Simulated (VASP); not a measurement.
# Li (Pm-3m) in VASP: further runs, part 2 of 2

VASP 6.6.1. The steps go on from the part before.

### Step 3. Density of states, LDA (volume scaled by 0.85)

Input file POSCAR:

```
Li
1.0
    2.5280518555      0.0000000000      0.0000000000
    0.0000000000      2.5280518555      0.0000000000
    0.0000000000      0.0000000000      2.5280518555
Li
1
Direct
    0.0000000000      0.0000000000      0.0000000000
```

Input file INCAR.step1:

```
SYSTEM = Li
PREC     = Accurate       ! precision mode
ENCUT    = 520            ! plane-wave cutoff, eV
EDIFF    = 1E-7           ! SCF threshold, eV
ISMEAR   = -1             ! smearing method
SIGMA    = 0.05           ! smearing width, eV
LREAL    = .FALSE.        ! projectors in reciprocal space
LASPH    = .TRUE.         ! aspherical terms in the spheres
NELM     = 80             ! most SCF steps
ALGO     = Normal         ! electronic algorithm
ISIF     = 2              ! what is computed and relaxed
LWAVE    = .FALSE.        ! write WAVECAR
LCHARG   = .TRUE.         ! write CHGCAR
GGA      = CA             ! functional
NBANDS   = 8              ! bands
```

Input file KPOINTS.step1:

```
Automatic mesh
0
G
  14 14 14
  0 0 0
```

Input file INCAR.step2:

```
SYSTEM = Li
PREC     = Accurate       ! precision mode
ENCUT    = 520            ! plane-wave cutoff, eV
EDIFF    = 1E-7           ! SCF threshold, eV
ISMEAR   = -5             ! smearing method
SIGMA    = 0.05           ! smearing width, eV
LREAL    = .FALSE.        ! projectors in reciprocal space
LASPH    = .TRUE.         ! aspherical terms in the spheres
NELM     = 80             ! most SCF steps
ALGO     = Normal         ! electronic algorithm
ISIF     = 2              ! what is computed and relaxed
LWAVE    = .FALSE.        ! write WAVECAR
LCHARG   = .FALSE.        ! write CHGCAR
GGA      = CA             ! functional
LORBIT   = 11             ! projections on sites
NBANDS   = 8              ! bands
NEDOS    = 1001           ! points of the DOS
ICHARG   = 11             ! starting density
```

Input file KPOINTS.step2:

```
Automatic mesh
0
G
  21 21 21
  0 0 0
```

Potentials or basis: VASP PAW LDA potentials, release 64 (Li_sv).

Command:

```bash
cat potpaw_LDA.64/Li_sv/POTCAR > POTCAR
cp INCAR.step1 INCAR
cp KPOINTS.step1 KPOINTS
mpirun -np 1 vasp_std > vasp.out
cp INCAR.step2 INCAR
cp KPOINTS.step2 KPOINTS
mpirun -np 1 vasp_std > vasp.out
```

OUTCAR:

```text
SYSTEM = Li
   PREC = Accurate
   ENCUT = 520
   EDIFF = 1E-7
   ISMEAR = -5
   LREAL = .FALSE.
   LASPH = .TRUE.
   NELM = 80
   ISIF = 2
   GGA = CA
   LORBIT = 11
   ICHARG = 11

 ion  position               nearest neighbor table
   1  0.000  0.000  0.000-

  LATTYP: Found a simple cubic cell.
 ALAT       =     2.5280518555

  Lattice vectors:

 A1 = (   2.5280518555,   0.0000000000,   0.0000000000)
 A2 = (   0.0000000000,   2.5280518555,   0.0000000000)
 A3 = (   0.0000000000,   0.0000000000,   2.5280518555)

Analysis of symmetry for initial positions (statically):
=====================================================================
 Subroutine PRICEL returns:
 Original cell was already a primitive cell.

 Routine SETGRP: Setting up the symmetry group for a
 simple cubic supercell.

 Subroutine GETGRP returns: Found 48 space group operations
 (whereof 48 operations were pure point group operations)
 out of a pool of 48 trial point group operations.

The static configuration has the point symmetry O_h .

[... 164 lines left out ...]
 fundamental gap:      0.0001652083
 Fermi energy:         1.2711994270

 k-point     1 :       0.0000    0.0000    0.0000
  band No.  band energies     occupation
      1     -44.3255      2.00000
      2      -2.3997      2.00000
      3      15.1001      0.00000
      4      15.1001      0.00000
      5      15.1001      0.00000
      6      17.9005      0.00000
      7      17.9005      0.00000
      8      25.6646      0.00000
[... 243 lines left out ...]
 k-point    24 :       0.1905    0.0952    0.0000
  band No.  band energies     occupation
      1     -44.3042      2.00000
      2      -1.6936      2.00000
      3       9.8826      0.00000
      4      14.0152      0.00000
      5      16.0204      0.00000
      6      20.6095      0.00000
      7      23.6316      0.00000
      8      25.5317      0.00000

 [... further k-points ...]

------------------------ aborting loop because EDIFF is reached ----------------------------------------

  FORCE on cell =-STRESS in cart. coord.  units (eV):
  Direction    XX          YY          ZZ          XY          YZ          ZX
  --------------------------------------------------------------------------------------
  -------------------------------------------------------------------------------------
  Total        0.2664821      0.2664821      0.2664821     -0.0000000      0.0000000     -0.0000000
  in kB       26.4253441     26.4253441     26.4253441     -0.0000000      0.0000000     -0.0000000
  external PRESSURE =      26.4253441 kB  Pullay stress =       0.0000000 kB

 VOLUME and BASIS-vectors are now :
 -----------------------------------------------------------------------------
  energy-cutoff  :      520.00
  volume of cell :       16.16
      direct lattice vectors                 reciprocal lattice vectors
     2.528051855  0.000000000  0.000000000     0.395561506  0.000000000  0.000000000
     0.000000000  2.528051855  0.000000000     0.000000000  0.395561506  0.000000000
     0.000000000  0.000000000  2.528051855     0.000000000  0.000000000  0.395561506

 POSITION                                       TOTAL-FORCE (eV/Angst)
 -----------------------------------------------------------------------------------
      0.00000      0.00000      0.00000         0.000000      0.000000      0.000000
 -----------------------------------------------------------------------------------
    total drift:                               -0.000000      0.000000     -0.000000

  FREE ENERGIE OF THE ION-ELECTRON SYSTEM (eV)
  ---------------------------------------------------
  free  energy   TOTEN  =        -1.9063655256 eV

  energy  without entropy=       -1.9063655256  energy(sigma->0) =       -1.90636553

 total charge

# of ion       s       p       d       tot
------------------------------------------
    1        2.039   0.071   0.000   2.109
```

It took 15 s on 1 thread of AMD EPYC 9R45 (Zen 5), shared host; peak memory 0.1 GiB.

What came out:

| Item | Value |
| --- | --- |
| Valence electrons inside the program's atomic spheres | Li 2.11 |

Levels at points of the mesh, in eV from the Fermi level:
| k point | band 1 | band 2 | band 3 | band 4 | band 5 |
| --- | --- | --- | --- | --- | --- |
| (0.00, 0.00, 0.00) | -45.60 | -3.67 | 13.83 | 13.83 | 13.83 |

Caveat: the cell differs from its parent crystal (volume scaled by 0.85); the cutoff is under 1.25 times the usual one of these potentials, so pressure, stress and relaxed cells hold a basis-set (Pulay) error; tetrahedron occupations give inexact forces and stress in metals.

### Step 4. Density of states, LDA

This run uses another cell than the first one, of 19.01 Å³/atom, 1.176 times its volume.

Input file POSCAR:

```
Li
1.0
    2.6687814035      0.0000000000      0.0000000000
    0.0000000000      2.6687814035      0.0000000000
    0.0000000000      0.0000000000      2.6687814035
Li
1
Direct
    0.0000000000      0.0000000000      0.0000000000
```

Input file INCAR.step1:

```
  PREC = Accurate
  ENCUT = 520
  EDIFF = 1E-6
  ISMEAR = -1
  SIGMA = 0.05
  LREAL = False
  LASPH = True
  NELM = 100
  ALGO = Normal
  ISIF = 2
  LWAVE = False
  LCHARG = True
  GGA = CA
  NBANDS = 8
```

Input file KPOINTS.step1:

```
Automatic mesh
0
Gamma
  14 14 14
```

Input file INCAR.step2:

```
  PREC = Accurate
  ENCUT = 520
  EDIFF = 1E-6
  ISMEAR = -5
  SIGMA = 0.05
  LREAL = False
  LASPH = True
  NELM = 100
  ALGO = Normal
  ISIF = 2
  LWAVE = False
  LCHARG = False
  GGA = CA
  LORBIT = 11
  NEDOS = 2001
  ICHARG = 11
```

Input file KPOINTS.step2:

```
Automatic mesh
0
Gamma
  21 21 21
```

Potentials or basis: VASP PAW LDA potentials, release 64 (Li_sv).

Command:

```bash
cat potpaw_LDA.64/Li_sv/POTCAR > POTCAR
cp INCAR.step1 INCAR
cp KPOINTS.step1 KPOINTS
mpirun -np 1 vasp_std > vasp.out
cp INCAR.step2 INCAR
cp KPOINTS.step2 KPOINTS
mpirun -np 1 vasp_std > vasp.out
```

OUTCAR:

```text
PREC = Accurate
   ENCUT = 520
   EDIFF = 1E-6
   ISMEAR = -5
   LREAL = False
   LASPH = True
   NELM = 100
   ISIF = 2
   GGA = CA
   LORBIT = 11
   ICHARG = 11

 ion  position               nearest neighbor table
   1  0.000  0.000  0.000-

  LATTYP: Found a simple cubic cell.
 ALAT       =     2.6687814035

  Lattice vectors:

 A1 = (   2.6687814035,   0.0000000000,   0.0000000000)
 A2 = (   0.0000000000,   2.6687814035,   0.0000000000)
 A3 = (   0.0000000000,   0.0000000000,   2.6687814035)

[... 376 lines left out ...]

  FORCE on cell =-STRESS in cart. coord.  units (eV):
  Direction    XX          YY          ZZ          XY          YZ          ZX
  --------------------------------------------------------------------------------------
  -------------------------------------------------------------------------------------
  Total       -0.0212721     -0.0212721     -0.0212721     -0.0000000      0.0000000     -0.0000000
  in kB       -1.7930065     -1.7930065     -1.7930065     -0.0000000      0.0000000     -0.0000000
  external PRESSURE =      -1.7930065 kB  Pullay stress =       0.0000000 kB

 VOLUME and BASIS-vectors are now :
 -----------------------------------------------------------------------------
  energy-cutoff  :      520.00
  volume of cell :       19.01
      direct lattice vectors                 reciprocal lattice vectors
     2.668781404  0.000000000  0.000000000     0.374702851  0.000000000  0.000000000
     0.000000000  2.668781404  0.000000000     0.000000000  0.374702851  0.000000000
     0.000000000  0.000000000  2.668781404     0.000000000  0.000000000  0.374702851

 POSITION                                       TOTAL-FORCE (eV/Angst)
 -----------------------------------------------------------------------------------
      0.00000      0.00000      0.00000         0.000000      0.000000      0.000000
 -----------------------------------------------------------------------------------
    total drift:                               -0.000000     -0.000000     -0.000000

  FREE ENERGIE OF THE ION-ELECTRON SYSTEM (eV)
  ---------------------------------------------------
  free  energy   TOTEN  =        -1.9289358673 eV

  energy  without entropy=       -1.9289358673  energy(sigma->0) =       -1.92893587

 total charge

# of ion       s       p       d       tot
------------------------------------------
    1        2.033   0.058   0.000   2.090
```

OUTCAR.step1:

```text
PREC = Accurate
   ENCUT = 520
   EDIFF = 1E-6
   ISMEAR = -1
   LREAL = False
[... 480 lines left out ...]

 POSITION                                       TOTAL-FORCE (eV/Angst)
 -----------------------------------------------------------------------------------
      0.00000      0.00000      0.00000         0.000000      0.000000      0.000000
 -----------------------------------------------------------------------------------
    total drift:                               -0.000000     -0.000000     -0.000000

  FREE ENERGIE OF THE ION-ELECTRON SYSTEM (eV)
  ---------------------------------------------------
  free  energy   TOTEN  =        -1.9308015072 eV

  energy  without entropy=       -1.9280422318  energy(sigma->0) =       -1.92942187
```

Run time: 11 s. Hardware: 1 thread of AMD EPYC 9R45 (Zen 5), shared host; peak memory 0.1 GiB.

What came out:

| Item | Value |
| --- | --- |
| Valence electrons inside the program's atomic spheres | Li 2.09 |

Caveat: the cutoff is under 1.25 times the usual one of these potentials, so pressure, stress and relaxed cells hold a basis-set (Pulay) error; tetrahedron occupations give inexact forces and stress in metals.
